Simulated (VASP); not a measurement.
# MoS2 (R3m) in VASP: single point with LDA

Aim: the single point of MoS2 with LDA.

Everything below comes from runs of VASP 6.6.1. Logs are shortened: lines on timing, memory, paths and dates and some standing lists are left out, and cuts for length are marked.

### 1 The cell of the first run

The structure is trigonal, space group R3m (No. 160). Conventional cell: a = 3.126 Å, b = 3.126 Å, c = 17.975 Å, α = 90.00°, β = 90.00°, γ = 120.00°. Within 3.2 Å of Mo (site symmetry 3m) lie 6 S at 2.38 Å and 6 Mo at 3.13 Å. Within 3.2 Å of S (site symmetry 3m) lie 3 Mo at 2.38 Å and 7 S at 3.10 to 3.13 Å. Within 3.2 Å of S (site symmetry 3m) lie 3 Mo at 2.38 Å and 7 S at 3.10 to 3.13 Å.

### 2 Single point, LDA

INCAR reads:

```
PREC = Accurate
ENCUT = 520
EDIFF = 1E-6
ISMEAR = -1
SIGMA = 0.05
LREAL = False
LASPH = True
NELM = 100
ALGO = Normal
ISIF = 2
LWAVE = False
LCHARG = True
LELF = True
LVHAR = True
NBANDS = 20
```

KPOINTS reads:

```
regular mesh
0
Gamma
  12 12 12
```

POSCAR reads:

```
MoS2
1.0
    1.5631175269      0.9024663249      5.9915311585
   -1.5631175269      0.9024663249      5.9915311585
    0.0000000000     -1.8049326499      5.9915311585
Mo S
1 2
Direct
    0.0000850134      0.0000850134      0.0000850134
    0.2471140518      0.2471140518      0.2471140518
    0.4198009348      0.4198009348      0.4198009348
```

Potentials or basis: VASP PAW LDA potentials, release 64 (Mo_sv, S).

Command:

```console
cat potpaw_LDA.64/Mo_sv/POTCAR potpaw_LDA.64/S/POTCAR > POTCAR
mpirun -np 1 vasp_std > vasp.out
```

OUTCAR:

```text
PREC = Accurate
   ENCUT = 520
   EDIFF = 1E-6
   ISMEAR = -1
   LREAL = False
   LASPH = True
   NELM = 100
   ISIF = 2

 ion  position               nearest neighbor table
   1  0.000  0.000  0.000-   2 2.38   2 2.38   2 2.38   3 2.38   3 2.38   3 2.38
   2  0.247  0.247  0.247-   1 2.38   1 2.38   1 2.38
   3  0.420  0.420  0.420-   1 2.38   1 2.38   1 2.38

  LATTYP: Found a trigonal (rhomboedric) cell.
 ALAT       =     6.2574937070
 COS(alpha) =     0.8752006228

  Lattice vectors:

 A1 = (   1.5631175269,   0.9024663249,   5.9915311585)
 A2 = (  -1.5631175269,   0.9024663249,   5.9915311585)
 A3 = (   0.0000000000,  -1.8049326499,   5.9915311585)

Analysis of symmetry for initial positions (statically):
=====================================================================
 Subroutine PRICEL returns:
 Original cell was already a primitive cell.

 Routine SETGRP: Setting up the symmetry group for a
 trigonal (rhombohedral) supercell.

 Subroutine GETGRP returns: Found  6 space group operations
 (whereof  6 operations were pure point group operations)
 out of a pool of 12 trial point group operations.

The static configuration has the point symmetry C_3v.

Analysis of symmetry for dynamics (positions and initial velocities):
=====================================================================
 Subroutine PRICEL returns:
 Original cell was already a primitive cell.

 Routine SETGRP: Setting up the symmetry group for a
 trigonal (rhombohedral) supercell.

 Subroutine GETGRP returns: Found  6 space group operations
 (whereof  6 operations were pure point group operations)
 out of a pool of 12 trial point group operations.

The dynamic configuration has the point symmetry C_3v.

 Subroutine INISYM returns: Found  6 space group operations
 (whereof  6 operations are pure point group operations),
 and found     1 'primitive' translations

----------------------------------------------------------------------------------------

                                     Primitive cell

  volume of cell :      50.7121

  direct lattice vectors                    reciprocal lattice vectors
     1.563117527  0.902466325  5.991531158     0.319873580  0.184679098  0.055634082
    -1.563117527  0.902466325  5.991531158    -0.319873580  0.184679098  0.055634082
     0.000000000 -1.804932650  5.991531158     0.000000000 -0.369358196  0.055634082

  length of vectors
     6.257493707  6.257493707  6.257493707     0.373524601  0.373524601  0.373524601

  position of ions in fractional coordinates (direct lattice)
     0.000085013  0.000085013  0.000085013
     0.247114052  0.247114052  0.247114052
     0.419800935  0.419800935  0.419800935

  ion indices of the primitive-cell ions
   primitive index   ion index
                 1           1
                 2           2
                 3           3

----------------------------------------------------------------------------------------

 KPOINTS: regular mesh

Automatic generation of k-mesh.
 Grid dimensions read from file:
 generate k-points for:   12   12   12

 Generating k-lattice:

  Cartesian coordinates                     Fractional coordinates (reciprocal lattice)
     0.026656132  0.015389925  0.004636173     0.083333333 -0.000000000  0.000000000
    -0.026656132  0.015389925  0.004636173    -0.000000000  0.083333333  0.000000000
     0.000000000 -0.030779850  0.004636173     0.000000000  0.000000000  0.083333333

  Length of vectors
     0.031127050  0.031127050  0.031127050

  Shift w.r.t. Gamma in fractional coordinates (k-lattice)
     0.000000000  0.000000000  0.000000000

 Subroutine IBZKPT returns following result:
 ===========================================

 Found    189 irreducible k-points:

 Following reciprocal coordinates:
            Coordinates               Weight
  0.000000  0.000000  0.000000      1.000000
  0.083333 -0.000000  0.000000      6.000000
  0.166667 -0.000000  0.000000      6.000000
  0.250000 -0.000000 -0.000000      6.000000
  0.333333 -0.000000  0.000000      6.000000
  0.416667  0.000000  0.000000      6.000000
[... 16 lines left out ...]
  0.500000  0.166667  0.000000     12.000000
 -0.416667  0.166667  0.000000     12.000000
 [... further k-points ...]
   k-points           NKPTS =    189   k-points in BZ     NKDIM =    189   number of bands    NBANDS=     20
   number of dos      NEDOS =    301   number of ions     NIONS =      3
   total plane-waves  NPLWV = 110592
   dimension x,y,z NGX =    48 NGY =   48 NGZ =   48
   dimension x,y,z NGXF=    96 NGYF=   96 NGZF=   96
   ions per type =               1   2
   NGX,Y,Z   is equivalent  to a cutoff of  12.75, 12.75, 12.75 a.u.
   NGXF,Y,Z  is equivalent  to a cutoff of  25.50, 25.50, 25.50 a.u.
 SYSTEM =  unknown system
   PREC   = accura    normal or accurate (medium, high low for compatibility)
   ISTART =      0    job   : 0-new  1-cont  2-samecut
   ICHARG =      2    charge: 1-file 2-atom 10-const
   ISPIN  =      1    spin polarized calculation?
   LNONCOLLINEAR =      F non collinear calculations
   LSORBIT =      F    spin-orbit coupling
   LASPH  =      T    aspherical Exc in radial PAW
   ENCUT  =  520.0 eV  38.22 Ry    6.18 a.u.  11.63 11.63 11.63*2*pi/ulx,y,z
   NELM   =    100;   NELMIN=  2; NELMDL= -5     # of ELM steps
   EDIFF  = 0.1E-05   stopping-criterion for ELM
   LREAL  =      F    real-space projection
   EDIFFG = 0.1E-04   stopping-criterion for IOM
   NSW    =      0    number of steps for IOM
   IBRION =     -1    ionic relax: 0-MD 1-quasi-New 2-CG
   NFREE  =      0    steps in history (QN), initial steepest desc. (CG)
   ISIF   =      2    stress and relaxation
   ISYM   =      2    0-nonsym 1-usesym 2-fastsym
   POTIM  = 0.5000    time-step for ionic-motion
   TEBEG  =    0.0;   TEEND  =   0.0 temperature during run
   PSTRESS=    0.0 pullay stress
   NELECT =      26.0000    total number of electrons
   NUPDOWN=      -1.0000    fix difference up-down
   EMIN   =  10.00;   EMAX   =-10.00  energy-range for DOS
   EFERMI =   0.00;   METHOD = LEGACY
   ISMEAR =    -1;   SIGMA  =   0.05  broadening in eV -4-tet -1-fermi 0-gaus
   EFERMI_NEDOS =   21; number of points for ismear=-14 and -15
   IALGO  =     38    algorithm
   IMIX   =      4    mixing-type and parameters
     AMIX     =   0.40;   BMIX     =  1.00
     AMIX_MAG =   1.60;   BMIX_MAG =  1.00
  volume/ion in A,a.u.               =      16.90       114.07
  Fermi-wavevector in a.u.,A,eV,Ry     =   1.310274  2.476058 23.358718  1.716817
  Thomas-Fermi vector in A             =   2.440815
   LORBIT       =      0    0 simple, 1 ext, 2 COOP (PROOUT), +10 PAW based schemes
   GGA     = CA    functional components
   LHFCALC =     F    Hartree Fock is set to
   AEXX    =    0.0000 exact exchange contribution
   IVDW    =     0    specifies the selected vdW correction
   LEPSILON=     F    determine dielectric tensor
   LRPA    =     F    only Hartree local field effects (RPA)
 non-spin polarized calculation
  energy-cutoff  :      520.00
  volume of cell :       50.71
 maximum number of plane-waves:      1387
   NGX = 23   NGY = 23   NGZ = 23

 number of electron      26.0000001 magnetization

 Free energy of the ion-electron system (eV)
  ---------------------------------------------------
  ext. energy  EPLUGINS =         0.00000000
  ---------------------------------------------------
  free energy    TOTEN  =       -24.47781291 eV

  energy without entropy =      -24.47780915  energy(sigma->0) =      -24.47781103

 E-fermi :   8.5328     XC(G=0): -11.4161

 val. band max:        8.2054554437   @ k =   0.5000   0.5000   0.5000
 cond. band min:       8.9528796052   @ k =  -0.1667   0.1667   0.0000
 fundamental gap:      0.7474241615
 Fermi energy:         8.5327933750

 k-point     1 :       0.0000    0.0000    0.0000
  band No.  band energies     occupation
      1     -53.0424      2.00000
      2     -27.4363      2.00000
      3     -27.1464      2.00000
      4     -27.1464      2.00000
      5      -7.0860      2.00000
      6      -5.2083      2.00000
[... 12 lines left out ...]
     19      16.1902      0.00000
     20      17.0483      0.00000

 k-point     2 :       0.0833   -0.0000    0.0000
  band No.  band energies     occupation
      1     -53.0391      2.00000
      2     -27.4300      2.00000
      3     -27.1782      2.00000
      4     -27.1536      2.00000
      5      -6.9708      2.00000
      6      -5.1758      2.00000
[... 12 lines left out ...]
     19      16.6434      0.00000
     20      17.0631      0.00000

 k-point     3 :       0.1667   -0.0000    0.0000
  band No.  band energies     occupation
      1     -53.0301      2.00000
      2     -27.4128      2.00000
      3     -27.2644      2.00000
      4     -27.1731      2.00000
      5      -6.6415      2.00000
      6      -5.0825      2.00000
[... 12 lines left out ...]
     19      16.8118      0.00000
     20      17.3628      0.00000

 k-point     4 :       0.2500   -0.0000   -0.0000
  band No.  band energies     occupation
      1     -53.0177      2.00000
      2     -27.3892      2.00000
      3     -27.3804      2.00000
      4     -27.1997      2.00000
      5      -6.1481      2.00000
      6      -4.9434      2.00000
[... 12 lines left out ...]
     19      16.3089      0.00000
     20      17.2691      0.00000

 k-point     5 :       0.3333   -0.0000    0.0000
  band No.  band energies     occupation
      1     -53.0053      2.00000
      2     -27.4943      2.00000
      3     -27.3654      2.00000
      4     -27.2261      2.00000
      5      -5.5820      2.00000
      6      -4.7890      2.00000
[... 12 lines left out ...]
     19      15.7383      0.00000
     20      15.8918      0.00000

 k-point     6 :       0.4167    0.0000    0.0000
  band No.  band energies     occupation
      1     -52.9962      2.00000
      2     -27.5765      2.00000
      3     -27.3480      2.00000
      4     -27.2453      2.00000
      5      -5.0928      2.00000
      6      -4.6686      2.00000
[... 12 lines left out ...]
     19      14.9228      0.00000
     20      15.5914      0.00000

 k-point     7 :       0.5000   -0.0000   -0.0000
  band No.  band energies     occupation
      1     -52.9929      2.00000
      2     -27.6063      2.00000
      3     -27.3416      2.00000
      4     -27.2523      2.00000
      5      -4.8850      2.00000
      6      -4.6288      2.00000
[... 12 lines left out ...]
     19      14.7395      0.00000
     20      15.5509      0.00000
[... 277 lines left out ...]
 k-point    20 :       0.2500    0.1667    0.0000
  band No.  band energies     occupation
      1     -53.0222      2.00000
      2     -27.3978      2.00000
      3     -27.3325      2.00000
      4     -27.1958      2.00000
      5      -6.3038      2.00000
      6      -5.0478      2.00000
[... 12 lines left out ...]
     19      16.7013      0.00000
     20      17.1126      0.00000

 k-point    21 :       0.3333    0.1667   -0.0000
  band No.  band energies     occupation
      1     -53.0115      2.00000
      2     -27.4158      2.00000
      3     -27.3773      2.00000
      4     -27.2354      2.00000
      5      -5.8426      2.00000
      6      -4.9167      2.00000
[... 12 lines left out ...]
     19      16.5720      0.00000
     20      17.3272      0.00000

 k-point    22 :       0.4167    0.1667    0.0000
  band No.  band energies     occupation
      1     -53.0008      2.00000
      2     -27.4939      2.00000
      3     -27.3568      2.00000
      4     -27.2791      2.00000
      5      -5.3278      2.00000
      6      -4.7562      2.00000
[... 12 lines left out ...]
     19      16.3288      0.00000
     20      16.8896      0.00000

 k-point    23 :       0.5000    0.1667    0.0000
  band No.  band energies     occupation
      1     -52.9929      2.00000
      2     -27.5491      2.00000
      3     -27.3417      2.00000
      4     -27.3124      2.00000
      5      -4.9019      2.00000
      6      -4.6172      2.00000
[... 12 lines left out ...]
     19      16.2829      0.00000
     20      16.7657      0.00000

 k-point    24 :      -0.4167    0.1667    0.0000
  band No.  band energies     occupation
      1     -52.9900      2.00000
      2     -27.5689      2.00000
      3     -27.3361      2.00000
      4     -27.3248      2.00000
      5      -4.7310      2.00000
      6      -4.5625      2.00000
[... 12 lines left out ...]
     19      16.3656      0.00000
     20      16.8144      0.00000

 [... further k-points ...]

------------------------ aborting loop because EDIFF is reached ----------------------------------------

  FORCE on cell =-STRESS in cart. coord.  units (eV):
  Direction    XX          YY          ZZ          XY          YZ          ZX
  --------------------------------------------------------------------------------------
  -------------------------------------------------------------------------------------
  Total        0.0463884      0.0463884      0.0300573      0.0000000     -0.0000000     -0.0000000
  in kB        1.4655756      1.4655756      0.9496180      0.0000000     -0.0000000     -0.0000000
  external PRESSURE =       1.2935897 kB  Pullay stress =       0.0000000 kB

 VOLUME and BASIS-vectors are now :
 -----------------------------------------------------------------------------
  energy-cutoff  :      520.00
  volume of cell :       50.71
      direct lattice vectors                 reciprocal lattice vectors
     1.563117527  0.902466325  5.991531158     0.319873580  0.184679098  0.055634082
    -1.563117527  0.902466325  5.991531158    -0.319873580  0.184679098  0.055634082
     0.000000000 -1.804932650  5.991531158     0.000000000 -0.369358196  0.055634082

 POSITION                                       TOTAL-FORCE (eV/Angst)
 -----------------------------------------------------------------------------------
      0.00000     -0.00000      0.00153         0.000000     -0.000000      0.000144
      0.00000     -0.00000      4.44177         0.000000      0.000000     -0.015870
      0.00000     -0.00000      7.54575         0.000000     -0.000000      0.015726
 -----------------------------------------------------------------------------------
    total drift:                               -0.000000      0.000000     -0.000064

  FREE ENERGIE OF THE ION-ELECTRON SYSTEM (eV)
  ---------------------------------------------------
  free  energy   TOTEN  =       -24.4778129075 eV

  energy  without entropy=      -24.4778091490  energy(sigma->0) =      -24.47781103
```

Wall time 4 min (1 thread of Intel Xeon 6975P-C (Granite Rapids), shared host); peak memory 0.37 GiB.

What came out:

```yaml
Free_energy: -24.4778 eV
Pressure: 0.1 GPa
Largest_force: 0.016 eV/Å
Band_gap_on_the_k_mesh: 0.75 eV (least direct gap 1.84 eV)
```

Forces on the atoms (eV/Å):
```
Mo   0.000  0.000  0.000
S    0.000  0.000 -0.016
S    0.000  0.000  0.016
```

Levels at points of the mesh, in eV from the valence-band top:
| k point | band 11 | band 12 | band 13 | band 14 | band 15 | band 16 |
| --- | --- | --- | --- | --- | --- | --- |
| (0.00, 0.00, 0.00) | -2.34 | -1.47 | -1.13 | 2.00 | 2.00 | 2.46 |
| (0.50, 0.00, 0.00) | -2.44 | -1.62 | -1.59 | 1.64 | 1.99 | 3.38 |
| (0.50, 0.50, 0.00) | -3.17 | -1.86 | -1.40 | 1.58 | 2.16 | 2.91 |
| (0.50, 0.50, 0.50) | -2.30 | -2.30 | 0.00 | 2.14 | 2.14 | 2.27 |

A k mesh can miss the band edges.
